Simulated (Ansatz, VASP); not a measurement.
## Ti3C in VASP and in Ansatz

```
Ti C
1.0
     3.04394    0.00000    0.00000
    -1.52197    2.63613    0.00000
     0.00000    0.00000    7.17916
Ti C
3 1
Direct
  0.33333 0.66667 0.16266
  0.66667 0.33333 0.83734
  0.00000 0.00000 0.50000
  0.00000 0.00000 0.00000
```

Alike in both runs: functional PBE; k mesh 12 × 12 × 6; occupations gaussian, width 0.1 eV; no spin polarisation.

Ansatz relaxed the structure, and its values are those at the end. VASP's run is a single point on that final structure, the one shown.

```csv
,VASP,Ansatz
version,VASP 6.6.1,Ansatz 0.2.0
potentials or method,"VASP PAW PBE potentials, release 64 (Ti_sv, C), cutoff 520 eV","scalar-relativistic, plane waves, PAW"
valence electrons in the cell,40,40
```

```tsv
	VASP	Ansatz	Ansatz less VASP
gap on the k mesh at the Fermi level (eV)	none	none	-
pressure (GPa)	0.0	0.0	-0.01
rms of the force components (eV/Å)	0.011	0.000	-0.0105
```

A gap of «none» marks a metal or a gap that the smearing closes.
